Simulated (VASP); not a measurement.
Input of a VASP 6.6.1 run:

File INCAR:

```
SYSTEM = Br
PREC = Accurate ; ENCUT = 520
EDIFF = 1E-6 ; ISMEAR = -1
SIGMA = 0.05 ; LREAL = .False.
LASPH = .True. ; NELM = 60
ALGO = Normal ; ISIF = 2
LWAVE = .False. ; LCHARG = .False.
GGA = PS ; IVDW = 12
NBANDS = 22
```

Contents of KPOINTS:

```
Automatic mesh
0
Gamma
  7 7 3
  0 0 0
```

File POSCAR:

```
Br
1.0
    3.3238257233     -1.9785711663      0.0000000000
    3.3238257233      1.9785711663      0.0000000000
    0.0000000000      0.0000000000      8.4384747590
Br
4
Direct
    0.3399269256      0.6600730744      0.3794939629
    0.1600730744      0.8399269256      0.8794939629
    0.6600730744      0.3399269256      0.6205060371
    0.8399269256      0.1600730744      0.1205060371
```

Potentials or basis: VASP PAW PBE potentials, release 64 (Br).

Command:

```sh
$ cat potpaw_PBE.64/Br/POTCAR > POTCAR
$ mpirun -np 1 vasp_std > vasp.out
```

Question: Estimate the largest force.

Answer: 0.017 eV/Å.

Question: What does it give for the pressure?

Answer: 0.1 GPa.

Stress tensor (GPa, compression positive):
```
-0.01  0.00  0.00
 0.00  0.05  0.00
 0.00  0.00  0.12
```

Caveat: the PAW data sets were made with another functional, which shifts forces and pressure a little.
